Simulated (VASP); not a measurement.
Write the native input for VASP 6.6.1 that does the following.

- Task: single point
- Functional: PBEsol
- Potentials or basis: VASP PAW PBE potentials, release 64 (Ta_pv, Si)
- Cutoff: 520 eV
- k mesh: 12 × 12 × 6
- Occupations: gaussian, width 0.15 eV
- Spin: no spin polarisation
- Dipole correction: no
- Further INCAR settings: ALGO = Normal; EDIFF = 1e-06; NBANDS = 38

The structure of TaSi2 lies in POSCAR:

```
TaSi2
1.0
    4.7609902391      0.0000000000      0.0000000000
   -2.3804951195      4.1231384942      0.0000000000
    0.0000000000      0.0000000000      6.5561430408
Ta Si
3 6
Direct
    0.4975304204      0.0000000000      0.0002366329
    0.5024695796      0.5024695796      0.6669032996
    0.0000000000      0.4975304204      0.3335699662
    0.1592827538      0.3185655077      0.0155353589
    0.8432585493      0.1618240570      0.6496067138
    0.6814344923      0.8407172462      0.3488686922
    0.8381759430      0.6814344923     -0.0170599529
    0.1592827538      0.8407172462      0.6822020256
    0.3185655077      0.1567414507      0.3162733805
```

This cell differs from its parent crystal: mode 24 (375.6 1/cm) frozen in, largest displacement +0.113 Å.

The input as run:

INCAR

```
  ALGO = Normal
  EDIFF = 1E-6
  ENCUT = 520
  GGA = PS
  ISIF = 2
  ISMEAR = 0
  LASPH = T
  LCHARG = F
  LREAL = F
  LWAVE = F
  NBANDS = 38
  NELM = 100
  PREC = Accurate
  SIGMA = 0.15
```

KPOINTS

```
k-points
0
Gamma
  12 12 6
```

Potentials or basis: VASP PAW PBE potentials, release 64 (Ta_pv, Si).

Launch:

```console
$ cat potpaw_PBE.64/Ta_pv/POTCAR potpaw_PBE.64/Si/POTCAR > POTCAR
$ mpirun -np 1 vasp_std > vasp.out
```

Results of the run:

- Pressure: 2.3 GPa
- Largest force: 1.756 eV/Å

Caveat: the cell differs from its parent crystal (mode 24 (375.6 1/cm) frozen in, largest displacement +0.113 Å); the PAW data sets were made with another functional, which shifts forces and pressure a little.

Run time: 6 min on 1 thread of Intel(R) Xeon(R) 6975P-C (Granite Rapids) (shared host), peak memory 0.65 GiB.
